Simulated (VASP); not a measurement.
Here is a VASP 6.6.1 calculation.

INCAR

```
PREC = Accurate ; ENCUT = 520
EDIFF = 1E-6 ; ISMEAR = 0
SIGMA = 0.1 ; LREAL = False
LASPH = True ; NELM = 100
ALGO = Normal ; ISIF = 2
LWAVE = False ; LCHARG = False
GGA = PE ; NBANDS = 27
```

Contents of KPOINTS:

```
Automatic mesh
0
Gamma
  6 6 4
```

Contents of POSCAR:

```
Na2ZrO2
1.0
    3.5867115100      0.0000000000      0.0000000000
   -1.7933557600      3.1061832900      0.0000000000
    0.0000000000      0.0000000000      6.4102803300
Na Zr O
2 1 2
Direct
    0.3333333300      0.6666666700      0.6166499900
    0.6666666700      0.3333333300      0.3833500100
    0.0000000000      0.0000000000      0.0000000000
    0.6666666700      0.3333333300      0.7180050000
    0.3333333300      0.6666666700      0.2819950000
```

Potentials or basis: VASP PAW PBE potentials, release 64 (Na_pv, Zr_sv, O).

Run with:

```console
$ cat potpaw_PBE.64/Na_pv/POTCAR potpaw_PBE.64/Zr_sv/POTCAR potpaw_PBE.64/O/POTCAR > POTCAR
$ mpirun -np 1 vasp_std > vasp.out
```

Problem. Predict the pressure.

Solution. -5.7 GPa.

Problem. What does it give for the largest force?

Solution. 2.771 eV/Å.

Problem. Estimate the band gap on the k mesh.

Solution. Zero (band 19 reaches 5.76 eV, above the bottom of band 20 at 5.24 eV).

Stress tensor (GPa, compression positive):
```
-8.86  0.00  0.00
 0.00 -8.86  0.00
 0.00  0.00  0.54
```

Caveat: forces of over 1 eV/Å act on the atoms, so gaps and moduli don't describe the material at rest.
